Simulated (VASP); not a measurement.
A run of VASP 6.6.1 is set up as follows.

Contents of INCAR:

```
SYSTEM = PPb16
  PREC = Accurate
  ENCUT = 400
  EDIFF = 1E-6
  ISMEAR = -1
  SIGMA = 0.05
  LREAL = .False.
  LASPH = .True.
  NELM = 120
  ALGO = Normal
  ISIF = 2
  LWAVE = .False.
  LCHARG = .True.
  GGA = PE
  LELF = .True.
  LVHAR = .True.
  NBANDS = 128
  GGA_COMPAT = .False.
  NELMDL = -8
```

Contents of KPOINTS:

```
regular mesh
0
Gamma
  2 3 1
  0 0 0
```

Contents of POSCAR:

```
PPb16
1.0
    9.9000000000      0.0000000000      0.0000000000
    0.0000000000      7.0003570000      0.0000000000
    0.0000000000      0.0000000000     17.2502680000
Pb P
16 1
Direct
    0.2500000000      0.2499999643      0.0579701139
    0.7500000000      0.2499999643      0.0579701139
    0.2500000000      0.7500000357      0.0579701139
    0.7500000000      0.7500000357      0.0579701139
   -0.0025466667     -0.0006779654      0.1454776239
    0.5025110101     -0.0006798225      0.1454859716
    0.0257427273      0.4998719351      0.1553473836
    0.4742431313      0.4998753635      0.1553488908
    0.2499222222      0.2504183715      0.2857880817
    0.7500185859      0.2663886999      0.2425573910
    0.2499225253      0.7515135300      0.2862360167
    0.7500191919      0.7330744703      0.2427624893
   -0.0366379798     -0.0005061170      0.3413135958
    0.5365269697     -0.0005041171      0.3412826978
   -0.0063411111      0.4991906841      0.3683407122
    0.5062502020      0.4991933983      0.3682057577
    0.2499460606      0.5009454518      0.4217413898
```

Potentials or basis: VASP PAW PBE potentials, release 64 (Pb_d, P).

Run with:

```console
$ cat potpaw_PBE.64/Pb_d/POTCAR potpaw_PBE.64/P/POTCAR > POTCAR
$ mpirun -np 1 vasp_std > vasp.out
```

Problem. Estimate the largest force.

Solution. 0.047 eV/Å.

Problem. Estimate the band gap on the k mesh.

Solution. Zero (an odd number of electrons rules out a gap without spin polarisation).

Forces in eV/Å, atoms in the order of the input:
```
Pb   0.000  0.024  0.006
Pb   0.000 -0.044 -0.016
Pb   0.000 -0.026  0.005
Pb   0.000  0.040 -0.012
Pb  -0.010  0.012 -0.003
Pb   0.011  0.012 -0.003
Pb  -0.003 -0.001  0.008
Pb   0.003 -0.001  0.008
Pb   0.000 -0.010  0.001
Pb   0.000 -0.008  0.010
Pb   0.000 -0.017 -0.013
Pb   0.000  0.001  0.000
Pb  -0.002  0.008  0.001
Pb   0.002  0.008  0.001
Pb  -0.003  0.002  0.000
Pb   0.002  0.002  0.001
P    0.001 -0.001  0.006
```

Caveat: spin-orbit coupling is left out, which moves the levels of the heavy elements.
